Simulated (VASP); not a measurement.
Input of a VASP 6.6.1 run:

File INCAR:

```
SYSTEM = LuH2
PREC = Accurate
ENCUT = 520
EDIFF = 1E-8
ISMEAR = -1
SIGMA = 0.02
LREAL = .FALSE.
LASPH = .TRUE.
NELM = 80
ALGO = Normal
ISIF = 2
LWAVE = .FALSE.
LCHARG = .FALSE.
GGA = CA
LEFG = .TRUE.
NBANDS = 20
```

File KPOINTS:

```
Automatic mesh
0
G
  8 8 8
  0 0 0
```

The input POSCAR:

```
LuH2
1.0
    0.0000000000      2.4913350000      2.5165000000
    2.4913350000      0.0000000000      2.5165000000
    2.4913350000      2.4913350000      0.0000000000
Lu H
1 2
Direct
    0.0000000000      0.0000000000      0.0000000000
    0.2500000000      0.2500000000      0.2500000000
    0.7500000000      0.7500000000      0.7500000000
```

Potentials or basis: VASP PAW PBE potentials, release 64 (Lu, H).

Command:

```console
$ cat potpaw_PBE.64/Lu/POTCAR potpaw_PBE.64/H/POTCAR > POTCAR
$ mpirun -np 1 vasp_std > vasp.out
```

(1) Predict the pressure.

Answers

(1) -4.5 GPa.

Caveat: the cell differs from its parent crystal (equal xx and yy strain of -1 %); without QUAD_EFG the Cq values of the log hold for a quadrupole moment of 1 mb, not for the nuclei; the PAW data sets were made with another functional, which shifts forces and pressure a little.
